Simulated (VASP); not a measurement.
# SrB6 (Pm-3m) in VASP: notebook

Runs on SrB6. Level: LDA. Tasks: single point, relaxation of cell and atoms.

Program: VASP 6.6.1. These are calculated values, not measurements. Logs are shortened: lines on timing, memory, paths and dates and some standing lists are left out, and cuts for length are marked.

### 1 The cell of the first run

It takes space group Pm-3m (No. 221, cubic). Conventional cell: a = 4.136 Å, b = 4.136 Å, c = 4.136 Å, α = 90.00°, β = 90.00°, γ = 90.00°. Sr (site symmetry m-3m) has 24 B at 3.04 Å and 6 Sr at 4.14 Å within 4.2 Å. Within 2.2 Å of B (site symmetry 4mm) lie 5 B at 1.68 to 1.74 Å.

### 2 Single point, LDA

File INCAR:

```
PREC = Accurate
ENCUT = 520
EDIFF = 1E-7
ISMEAR = 0
SIGMA = 0.01
LREAL = F
LASPH = T
NELM = 100
ALGO = Normal
ISIF = 2
LWAVE = F
LCHARG = F
GGA = CA
NBANDS = 23
```

File KPOINTS:

```
regular mesh
0
Gamma
  8 8 8
```

File POSCAR:

```
SrB6
1.0
    4.1358604886      0.0000000000      0.0000000000
    0.0000000000      4.1358604886      0.0000000000
    0.0000000000      0.0000000000      4.1358604886
Sr B
1 6
Direct
    0.0000000000      0.0000000000      0.0000000000
    0.5000000000      0.5000000000      0.2029943935
    0.5000000000      0.5000000000      0.7970056065
    0.2029943935      0.5000000000      0.5000000000
    0.7970056065      0.5000000000      0.5000000000
    0.5000000000      0.2029943935      0.5000000000
    0.5000000000      0.7970056065      0.5000000000
```

Potentials or basis: VASP PAW LDA potentials, release 64 (Sr_sv, B).

Run with:

```console
$ cat potpaw_LDA.64/Sr_sv/POTCAR potpaw_LDA.64/B/POTCAR > POTCAR
$ mpirun -np 1 vasp_std > vasp.out
```

OUTCAR:

```text
PREC = Accurate
   ENCUT = 520
   EDIFF = 1E-7
   ISMEAR = 0
   LREAL = F
   LASPH = T
   NELM = 100
   ISIF = 2
   GGA = CA

 ion  position               nearest neighbor table
   1  0.000  0.000  0.000-   2 3.04   3 3.04   4 3.04   5 3.04   6 3.04   7 3.04   4 3.04   5 3.04
                             6 3.04   7 3.04   2 3.04   3 3.04   4 3.04   5 3.04   4 3.04   5 3.04
   2  0.500  0.500  0.203-   3 1.68   4 1.74   5 1.74   6 1.74   7 1.74   1 3.04   1 3.04   1 3.04
                             1 3.04
   3  0.500  0.500  0.797-   2 1.68   4 1.74   5 1.74   6 1.74   7 1.74   1 3.04   1 3.04   1 3.04
                             1 3.04
   4  0.203  0.500  0.500-   5 1.68   3 1.74   2 1.74   6 1.74   7 1.74   1 3.04   1 3.04   1 3.04
                             1 3.04
   5  0.797  0.500  0.500-   4 1.68   3 1.74   2 1.74   6 1.74   7 1.74   1 3.04   1 3.04   1 3.04
                             1 3.04
   6  0.500  0.203  0.500-   7 1.68   3 1.74   4 1.74   5 1.74   2 1.74   1 3.04   1 3.04   1 3.04
                             1 3.04
   7  0.500  0.797  0.500-   6 1.68   3 1.74   4 1.74   5 1.74   2 1.74   1 3.04   1 3.04   1 3.04
                             1 3.04

  LATTYP: Found a simple cubic cell.
 ALAT       =     4.1358604886

  Lattice vectors:

 A1 = (   4.1358604886,   0.0000000000,   0.0000000000)
 A2 = (   0.0000000000,   4.1358604886,   0.0000000000)
 A3 = (   0.0000000000,   0.0000000000,   4.1358604886)

Analysis of symmetry for initial positions (statically):
=====================================================================
 Subroutine PRICEL returns:
 Original cell was already a primitive cell.

 Routine SETGRP: Setting up the symmetry group for a
 simple cubic supercell.

 Subroutine GETGRP returns: Found 48 space group operations
 (whereof 48 operations were pure point group operations)
 out of a pool of 48 trial point group operations.

The static configuration has the point symmetry O_h .

Analysis of symmetry for dynamics (positions and initial velocities):
=====================================================================
 Subroutine PRICEL returns:
 Original cell was already a primitive cell.

 Routine SETGRP: Setting up the symmetry group for a
 simple cubic supercell.

 Subroutine GETGRP returns: Found 48 space group operations
 (whereof 48 operations were pure point group operations)
 out of a pool of 48 trial point group operations.

The dynamic configuration has the point symmetry O_h .

 Subroutine INISYM returns: Found 48 space group operations
 (whereof 48 operations are pure point group operations),
 and found     1 'primitive' translations

----------------------------------------------------------------------------------------

                                     Primitive cell

  volume of cell :      70.7453

  direct lattice vectors                    reciprocal lattice vectors
     4.135860489  0.000000000  0.000000000     0.241787653  0.000000000  0.000000000
     0.000000000  4.135860489  0.000000000     0.000000000  0.241787653  0.000000000
     0.000000000  0.000000000  4.135860489     0.000000000  0.000000000  0.241787653

  length of vectors
     4.135860489  4.135860489  4.135860489     0.241787653  0.241787653  0.241787653

  position of ions in fractional coordinates (direct lattice)
     0.000000000  0.000000000  0.000000000
     0.500000000  0.500000000  0.202994393
     0.500000000  0.500000000  0.797005607
     0.202994393  0.500000000  0.500000000
     0.797005607  0.500000000  0.500000000
     0.500000000  0.202994393  0.500000000
     0.500000000  0.797005607  0.500000000

  ion indices of the primitive-cell ions
   primitive index   ion index
                 1           1
                 2           2
                 3           3
                 4           4
                 5           5
                 6           6
                 7           7

----------------------------------------------------------------------------------------

 KPOINTS: regular mesh

Automatic generation of k-mesh.
 Grid dimensions read from file:
 generate k-points for:    8    8    8

 Generating k-lattice:

  Cartesian coordinates                     Fractional coordinates (reciprocal lattice)
     0.030223457  0.000000000  0.000000000     0.125000000  0.000000000  0.000000000
     0.000000000  0.030223457  0.000000000     0.000000000  0.125000000  0.000000000
     0.000000000  0.000000000  0.030223457     0.000000000  0.000000000  0.125000000

  Length of vectors
     0.030223457  0.030223457  0.030223457

  Shift w.r.t. Gamma in fractional coordinates (k-lattice)
     0.000000000  0.000000000  0.000000000

 Subroutine IBZKPT returns following result:
 ===========================================

 Found     35 irreducible k-points:

 Following reciprocal coordinates:
            Coordinates               Weight
  0.000000  0.000000  0.000000      1.000000
  0.125000  0.000000  0.000000      6.000000
  0.250000  0.000000  0.000000      6.000000
  0.375000  0.000000  0.000000      6.000000
  0.500000  0.000000  0.000000      3.000000
  0.125000  0.125000  0.000000     12.000000
[... 16 lines left out ...]
  0.375000  0.375000  0.125000     24.000000
  0.500000  0.375000  0.125000     24.000000
 [... further k-points ...]
   k-points           NKPTS =     35   k-points in BZ     NKDIM =     35   number of bands    NBANDS=     23
   number of dos      NEDOS =    301   number of ions     NIONS =      7
   total plane-waves  NPLWV =  32768
   dimension x,y,z NGX =    32 NGY =   32 NGZ =   32
   dimension x,y,z NGXF=    64 NGYF=   64 NGZF=   64
   ions per type =               1   6
   NGX,Y,Z   is equivalent  to a cutoff of  12.86, 12.86, 12.86 a.u.
   NGXF,Y,Z  is equivalent  to a cutoff of  25.73, 25.73, 25.73 a.u.
 SYSTEM =  unknown system
   PREC   = accura    normal or accurate (medium, high low for compatibility)
   ISTART =      0    job   : 0-new  1-cont  2-samecut
   ICHARG =      2    charge: 1-file 2-atom 10-const
   ISPIN  =      1    spin polarized calculation?
   LNONCOLLINEAR =      F non collinear calculations
   LSORBIT =      F    spin-orbit coupling
   LASPH  =      T    aspherical Exc in radial PAW
   ENCUT  =  520.0 eV  38.22 Ry    6.18 a.u.   7.69  7.69  7.69*2*pi/ulx,y,z
   NELM   =    100;   NELMIN=  2; NELMDL= -5     # of ELM steps
   EDIFF  = 0.1E-06   stopping-criterion for ELM
   LREAL  =      F    real-space projection
   EDIFFG = 0.1E-05   stopping-criterion for IOM
   NSW    =      0    number of steps for IOM
   IBRION =     -1    ionic relax: 0-MD 1-quasi-New 2-CG
   NFREE  =      0    steps in history (QN), initial steepest desc. (CG)
   ISIF   =      2    stress and relaxation
   ISYM   =      2    0-nonsym 1-usesym 2-fastsym
   POTIM  = 0.5000    time-step for ionic-motion
   TEBEG  =    0.0;   TEEND  =   0.0 temperature during run
   PSTRESS=    0.0 pullay stress
   NELECT =      28.0000    total number of electrons
   NUPDOWN=      -1.0000    fix difference up-down
   EMIN   =  10.00;   EMAX   =-10.00  energy-range for DOS
   EFERMI =   0.00;   METHOD = LEGACY
   ISMEAR =     0;   SIGMA  =   0.01  broadening in eV -4-tet -1-fermi 0-gaus
   EFERMI_NEDOS =   21; number of points for ismear=-14 and -15
   IALGO  =     38    algorithm
   IMIX   =      4    mixing-type and parameters
     AMIX     =   0.40;   BMIX     =  1.00
     AMIX_MAG =   1.60;   BMIX_MAG =  1.00
  volume/ion in A,a.u.               =      10.11        68.20
  Fermi-wavevector in a.u.,A,eV,Ry     =   1.201974  2.271401 19.656891  1.444741
  Thomas-Fermi vector in A             =   2.337768
   LORBIT       =      0    0 simple, 1 ext, 2 COOP (PROOUT), +10 PAW based schemes
   GGA     = CA    functional components
   LHFCALC =     F    Hartree Fock is set to
   AEXX    =    0.0000 exact exchange contribution
   IVDW    =     0    specifies the selected vdW correction
   LEPSILON=     F    determine dielectric tensor
   LRPA    =     F    only Hartree local field effects (RPA)
 non-spin polarized calculation
 Gauss-broadening in eV      SIGMA  =   0.01
  energy-cutoff  :      520.00
  volume of cell :       70.75
 maximum number of plane-waves:      1935
 NGX is ok and might be reduce to    32
   NGX = 15   NGY = 15   NGZ = 15

 number of electron      28.0000000 magnetization

 Free energy of the ion-electron system (eV)
  ---------------------------------------------------
  ext. energy  EPLUGINS =         0.00000000
  ---------------------------------------------------
  free energy    TOTEN  =       -49.92586791 eV

  energy without entropy =      -49.92586791  energy(sigma->0) =      -49.92586791

 E-fermi :   4.6539     XC(G=0): -11.0629

 val. band max:        4.6209435019   @ k =   0.3750   0.0000   0.0000
 cond. band min:       4.6865396575   @ k =   0.5000   0.0000   0.0000
 fundamental gap:      0.0655961556
 Fermi energy:         4.6539451740

 k-point     1 :       0.0000    0.0000    0.0000
  band No.  band energies     occupation
      1     -29.7313      2.00000
      2     -11.8951      2.00000
      3     -11.8951      2.00000
      4     -11.8951      2.00000
      5      -9.6299      2.00000
      6      -2.0874      2.00000
[... 15 lines left out ...]
     22      11.2395      0.00000
     23      11.6092      0.00000

 k-point     2 :       0.1250    0.0000    0.0000
  band No.  band energies     occupation
      1     -29.7298      2.00000
      2     -11.9572      2.00000
      3     -11.8893      2.00000
      4     -11.8893      2.00000
      5      -9.5416      2.00000
      6      -2.8062      2.00000
[... 15 lines left out ...]
     22      10.9920      0.00000
     23      10.9945      0.00000

 k-point     3 :       0.2500    0.0000    0.0000
  band No.  band energies     occupation
      1     -29.7262      2.00000
      2     -12.0950      2.00000
      3     -11.8754      2.00000
      4     -11.8754      2.00000
      5      -9.3300      2.00000
      6      -3.7042      2.00000
[... 15 lines left out ...]
     22      11.0045      0.00000
     23      11.2223      0.00000

 k-point     4 :       0.3750    0.0000    0.0000
  band No.  band energies     occupation
      1     -29.7226      2.00000
      2     -12.2196      2.00000
      3     -11.8614      2.00000
      4     -11.8614      2.00000
      5      -9.1127      2.00000
      6      -4.3471      2.00000
[... 15 lines left out ...]
     22      12.1516      0.00000
     23      12.4928      0.00000

 k-point     5 :       0.5000    0.0000    0.0000
  band No.  band energies     occupation
      1     -29.7212      2.00000
      2     -12.2681      2.00000
      3     -11.8555      2.00000
      4     -11.8555      2.00000
      5      -9.0186      2.00000
      6      -4.5839      2.00000
[... 15 lines left out ...]
     22      12.9449      0.00000
     23      12.9452      0.00000

 k-point     6 :       0.1250    0.1250    0.0000
  band No.  band energies     occupation
      1     -29.7283      2.00000
      2     -11.9681      2.00000
      3     -11.9280      2.00000
      4     -11.8837      2.00000
      5      -9.4669      2.00000
      6      -2.9560      2.00000
[... 15 lines left out ...]
     22      11.4498      0.00000
     23      11.5449      0.00000

 k-point     7 :       0.2500    0.1250    0.0000
  band No.  band energies     occupation
      1     -29.7248      2.00000
      2     -12.0840      2.00000
      3     -11.9217      2.00000
      4     -11.8701      2.00000
      5      -9.2877      2.00000
      6      -3.6483      2.00000
[... 353 lines left out ...]
     22      12.1481      0.00000
     23      12.7744      0.00000

 k-point    21 :       0.3750    0.2500    0.1250
  band No.  band energies     occupation
      1     -29.7163      2.00000
      2     -12.1409      2.00000
      3     -11.9940      2.00000
      4     -11.8820      2.00000
      5      -9.0708      2.00000
      6      -3.9021      2.00000
[... 15 lines left out ...]
     22      11.9965      0.00000
     23      13.0947      0.00000

 k-point    22 :       0.5000    0.2500    0.1250
  band No.  band energies     occupation
      1     -29.7149      2.00000
      2     -12.1791      2.00000
      3     -11.9829      2.00000
      4     -11.8754      2.00000
      5      -9.0333      2.00000
      6      -4.0798      2.00000
[... 15 lines left out ...]
     22      12.5727      0.00000
     23      12.8841      0.00000

 k-point    23 :       0.3750    0.3750    0.1250
  band No.  band energies     occupation
      1     -29.7129      2.00000
      2     -12.1064      2.00000
      3     -12.0758      2.00000
      4     -11.8679      2.00000
      5      -9.0493      2.00000
      6      -3.6850      2.00000
[... 15 lines left out ...]
     22      12.4278      0.00000
     23      12.9793      0.00000

 k-point    24 :       0.5000    0.3750    0.1250
  band No.  band energies     occupation
      1     -29.7114      2.00000
      2     -12.1288      2.00000
      3     -12.0715      2.00000
      4     -11.8620      2.00000
      5      -9.0409      2.00000
      6      -3.7600      2.00000
[... 15 lines left out ...]
     22      13.0533      0.00000
     23      13.3066      0.00000

 [... further k-points ...]

------------------------ aborting loop because EDIFF is reached ----------------------------------------

  FORCE on cell =-STRESS in cart. coord.  units (eV):
  Direction    XX          YY          ZZ          XY          YZ          ZX
  --------------------------------------------------------------------------------------
  -------------------------------------------------------------------------------------
  Total        0.1712970      0.1712970      0.1712970      0.0000000     -0.0000000      0.0000000
  in kB        3.8793828      3.8793828      3.8793828      0.0000000     -0.0000000      0.0000000
  external PRESSURE =       3.8793828 kB  Pullay stress =       0.0000000 kB

 VOLUME and BASIS-vectors are now :
 -----------------------------------------------------------------------------
  energy-cutoff  :      520.00
  volume of cell :       70.75
      direct lattice vectors                 reciprocal lattice vectors
     4.135860489  0.000000000  0.000000000     0.241787653  0.000000000  0.000000000
     0.000000000  4.135860489  0.000000000     0.000000000  0.241787653  0.000000000
     0.000000000  0.000000000  4.135860489     0.000000000  0.000000000  0.241787653

 POSITION                                       TOTAL-FORCE (eV/Angst)
 -----------------------------------------------------------------------------------
      0.00000      0.00000      0.00000         0.000000      0.000000     -0.000000
      2.06793      2.06793      0.83956         0.000000      0.000000     -0.019246
      2.06793      2.06793      3.29630         0.000000     -0.000000      0.019246
      0.83956      2.06793      2.06793        -0.019246      0.000000     -0.000000
      3.29630      2.06793      2.06793         0.019246     -0.000000     -0.000000
      2.06793      0.83956      2.06793         0.000000     -0.019246     -0.000000
      2.06793      3.29630      2.06793         0.000000      0.019246     -0.000000
 -----------------------------------------------------------------------------------
    total drift:                                0.000000     -0.000000      0.000000

  FREE ENERGIE OF THE ION-ELECTRON SYSTEM (eV)
  ---------------------------------------------------
  free  energy   TOTEN  =       -49.9258679122 eV

  energy  without entropy=      -49.9258679098  energy(sigma->0) =      -49.92586791
```

It took 44 s on 1 thread of Intel Xeon Platinum 8488C (Sapphire Rapids), shared host; peak memory 0.18 GiB.

What came out:

```yaml
Free_energy: -49.9259 eV
Pressure: 0.4 GPa
Largest_force: 0.019 eV/Å
Band_gap_on_the_k_mesh: 0.07 eV
```

Forces on the atoms (eV/Å):
```
Sr   0.000  0.000  0.000
B    0.000  0.000 -0.019
B    0.000  0.000  0.019
B   -0.019  0.000  0.000
B    0.019  0.000  0.000
B    0.000 -0.019  0.000
B    0.000  0.019  0.000
```

(Part 1 of 2 ends here.)
